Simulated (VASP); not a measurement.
Here is a VASP 6.6.1 calculation.

The input POSCAR:

```
Si
1.0
    0.0000000000      2.7135600000      2.7135600000
    2.7135600000      0.0000000000      2.7135600000
    2.7135600000      2.7135600000      0.0000000000
Si
2
Direct
    0.7500000000      0.7500000000      0.7500000000
    0.5000000000      0.5000000000      0.5000000000
```

Contents of INCAR.step1:

```
ALGO = Normal
EDIFF = 1E-4
ENCUT = 600
GGA = PE
ISMEAR = 0
LASPH = T
LCHARG = F
LREAL = F
LWAVE = T
NELM = 100
PREC = Accurate
SIGMA = 0.02
```

File INCAR.step2:

```
ALGO = Normal
EDIFF = 1E-7
EDIFFG = -0.01
ENCUT = 600
IBRION = 2
ISIF = 3
ISMEAR = 0
ISTART = 1
LASPH = T
LCHARG = F
LMIXTAU = T
LREAL = F
LWAVE = F
METAGGA = R2SCAN
NELM = 100
NSW = 80
PREC = Accurate
SIGMA = 0.02
```

KPOINTS

```
k-points
0
Gamma
  14 14 14
```

Potentials or basis: VASP PAW PBE potentials, release 64 (Si).

The run is started by

```console
$ cat potpaw_PBE.64/Si/POTCAR > POTCAR
$ cp INCAR.step1 INCAR
$ mpirun -np 1 vasp_std > vasp.out
$ cp INCAR.step2 INCAR
$ mpirun -np 1 vasp_std > vasp.out
```

Question: Predict the relaxed volume.

Answer: 20.12 Å³/atom.

Question: Estimate the relaxed cell.

Answer: a = 3.846 Å, b = 3.846 Å, c = 3.846 Å, α = 60.00°, β = 60.00°, γ = 60.00°.

Final structure:
```
CELL_PARAMETERS angstrom
0.00000 2.71985 2.71985
2.71985 0.00000 2.71985
2.71985 2.71985 0.00000
ATOMIC_POSITIONS crystal
Si 0.75000 0.75000 0.75000
Si 0.50000 0.50000 0.50000
```

Caveat: the PAW data sets were made with another functional, which shifts forces and pressure a little. Zero-point motion and thermal expansion aren't in these numbers.
